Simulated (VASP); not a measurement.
A run of VASP 6.6.1 is set up as follows.

Contents of INCAR:

```
PREC = Accurate
ENCUT = 520
EDIFF = 1E-6
ISMEAR = 0
SIGMA = 0.15
LREAL = False
LASPH = True
NELM = 60
ALGO = Fast
ISIF = 2
LWAVE = False
LCHARG = True
GGA = PS
LELF = True
LVHAR = True
NBANDS = 28
```

KPOINTS

```
Automatic mesh
0
Gamma
  12 12 10
```

POSCAR

```
SnO
1.0
    3.6250202467     -0.0102823112      0.0251025738
   -0.0102823112      3.8677165890     -0.0241836946
    0.0319295231     -0.0307607435      4.9562822151
Sn O
2 2
Direct
   -0.0323637125      0.5006153372      0.2437392640
    0.4900474225     -0.0066939082      0.7587846648
    0.0028003595      0.0129362523     -0.0267028128
    0.5395159305      0.4931423188      0.0241788840
```

Potentials or basis: VASP PAW PBE potentials, release 64 (Sn_d, O).

Launch:

```sh
$ cat potpaw_PBE.64/Sn_d/POTCAR potpaw_PBE.64/O/POTCAR > POTCAR
$ mpirun -np 1 vasp_std > vasp.out
```

Task: What does it give for the pressure?

Result: 5.5 GPa.

Task: What does it give for the band gap on the k mesh?

Result: Zero (bands 20 and 21 overlap by 0.26 eV).

Task: Predict the largest force.

Result: 3.992 eV/Å.

Stress tensor (GPa, compression positive):
```
15.23 -0.03  4.72
-0.03 -1.46  0.69
 4.72  0.69  2.61
```

Caveat: the cell differs from its parent crystal (atoms moved at random and the cell strained at random); the cell stands under pressure; semilocal functionals underestimate gaps, so a narrow gap can read as zero; the PAW data sets were made with another functional, which shifts forces and pressure a little; spin-orbit coupling is left out, which moves the levels of the heavy elements.
